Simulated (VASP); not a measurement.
A run of VASP 6.6.1 is set up as follows.

File INCAR:

```
SYSTEM = CeHf3O8
  PREC = Accurate
  ENCUT = 520
  EDIFF = 1E-6
  ISMEAR = 0
  SIGMA = 0.1
  LREAL = .False.
  LASPH = .True.
  NELM = 60
  ALGO = Normal
  ISIF = 2
  LWAVE = .False.
  LCHARG = .True.
  GGA = PE
  LELF = .True.
  LVHAR = .True.
  NBANDS = 57
```

KPOINTS

```
Automatic mesh
0
Gamma
  4 4 4
  0 0 0
```

The input POSCAR:

```
CeHf3O8
1.0
    3.8551595400     -5.4520189000      0.0000000000
    3.8551595400      5.4520189000      0.0000000000
    0.0000000000      0.0000000000      3.8551595400
Ce Hf O
1 3 8
Direct
    0.5000000000      0.5000000000      0.0000000000
    0.0000000000      0.0000000000      0.0000000000
    0.0000000000      0.5000000000      0.5000000000
    0.5000000000      0.0000000000      0.5000000000
    0.8750000000      0.1250000000      0.5000000000
    0.8750000000      0.6250000000      0.0000000000
    0.3750000000      0.1250000000      0.0000000000
    0.3750000000      0.6250000000      0.5000000000
    0.6250000000      0.3750000000      0.5000000000
    0.6250000000      0.8750000000      0.0000000000
    0.1250000000      0.3750000000      0.0000000000
    0.1250000000      0.8750000000      0.5000000000
```

Potentials or basis: VASP PAW PBE potentials, release 64 (Ce, Hf_pv, O).

Command:

```console
$ cat potpaw_PBE.64/Ce/POTCAR potpaw_PBE.64/Hf_pv/POTCAR potpaw_PBE.64/O/POTCAR > POTCAR
$ mpirun -np 1 vasp_std > vasp.out
```

Q: Predict the pressure.

A: -25.3 GPa.

Q: Predict the largest force.

A: 1.563 eV/Å.

Forces on the atoms (eV/Å):
```
Ce   0.000  0.000  0.000
Hf   0.000  0.000  0.000
Hf   0.000  0.000  0.000
Hf   0.000  0.000  0.000
O    0.000 -0.079  0.000
O    1.191 -0.775  0.000
O   -1.191 -0.775  0.000
O    0.000  1.563  0.000
O    0.000 -1.563  0.000
O    1.191  0.775  0.000
O   -1.191  0.775  0.000
O    0.000  0.079  0.000
```

Caveat: the cell stands under tension; spin-orbit coupling is left out, which moves the levels of the heavy elements; forces of over 1 eV/Å act on the atoms, so gaps and moduli don't describe the material at rest. Spin polarisation is off, so any magnetic state and its effect on volume and gap are missing.
